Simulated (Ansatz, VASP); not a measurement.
**WS2: VASP beside Ansatz**

File INCAR:

```
ALGO = Normal
EDIFF = 1E-7
ENCUT = 520
GGA = PE
ISIF = 2
ISMEAR = 0
IVDW = 12
LASPH = T
LCHARG = F
LREAL = F
LWAVE = F
NBANDS = 35
NELM = 80
PREC = Accurate
SIGMA = 0.02
```

KPOINTS

```
k-points
0
Gamma
  12 12 4
```

File POSCAR:

```
WS2
1.0
    3.2172335747      0.0000000000      0.0000000000
   -1.6086167873      2.7862060056      0.0000000000
    0.0000000000      0.0000000000     12.0637239506
W S
2 4
Direct
    0.3333333333      0.6666666667      0.7500000000
    0.6666666667      0.3333333333      0.2500000000
    0.3333333333      0.6666666667      0.1213017347
    0.6666666667      0.3333333333      0.6213017347
    0.3333333333      0.6666666667      0.3786982653
    0.6666666667      0.3333333333      0.8786982653
```

Input for Ansatz:

```yaml
crystal:
  lattice:
    - [3.2172335747, 0.0, 0.0]
    - [-1.6086167873, 2.7862060056, 0.0]
    - [0.0, 0.0, 12.0637239506]
  atoms:
    - { symbol: W, position: [0.3333333333, 0.6666666667, 0.75] }
    - { symbol: W, position: [0.6666666667, 0.3333333333, 0.25] }
    - { symbol: S, position: [0.3333333333, 0.6666666667, 0.1213017347] }
    - { symbol: S, position: [0.6666666667, 0.3333333333, 0.6213017347] }
    - { symbol: S, position: [0.3333333333, 0.6666666667, 0.3786982653] }
    - { symbol: S, position: [0.6666666667, 0.3333333333, 0.8786982653] }
basis:
  ecutwfc: 420
kpoints:
  mp_grid: { grid: [12, 12, 4] }
  band_path: { path: [VBM, CBM], npoints: 2 }
hamiltonian:
  xc: pbe
  dispersion: d3bj
scf:
  occupations: { method: gaussian, width: 0.02 }
output:
  forces: true
  stress: true
  eigenvalues: true
checkpoint:
  read: start.run
  write: ck
  compress: false
  write_wavefunctions: false
  write_every: 100000
```

Alike in both runs: task single point; functional PBE; dispersion D3(BJ); k mesh 12 × 12 × 4; occupations gaussian, width 0.02 eV; no spin polarisation.

|  | VASP | Ansatz |
| --- | --- | --- |
| version | VASP 6.6.1 | Ansatz 0.2.0 |
| potentials or method | VASP PAW PBE potentials, release 64 (W_sv, S), cutoff 520 eV | scalar-relativistic, plane waves, PAW |
| valence electrons in the cell | 52 | 52 |

Ansatz gave:

- gap on the k mesh at the Fermi level (eV): 0.83
- least direct gap on the mesh (eV): 1.58
- pressure (GPa): -3.7
- traceless stress, the component that is largest in VASP (GPa): 3.75

**Question.** Which values does VASP return?

**Answer.** gap on the k mesh at the Fermi level (eV): 0.85; least direct gap on the mesh (eV): 1.58; pressure (GPa): -3.8; traceless stress, the component that is largest in VASP (GPa): 3.75.

Spin-orbit coupling is off throughout.
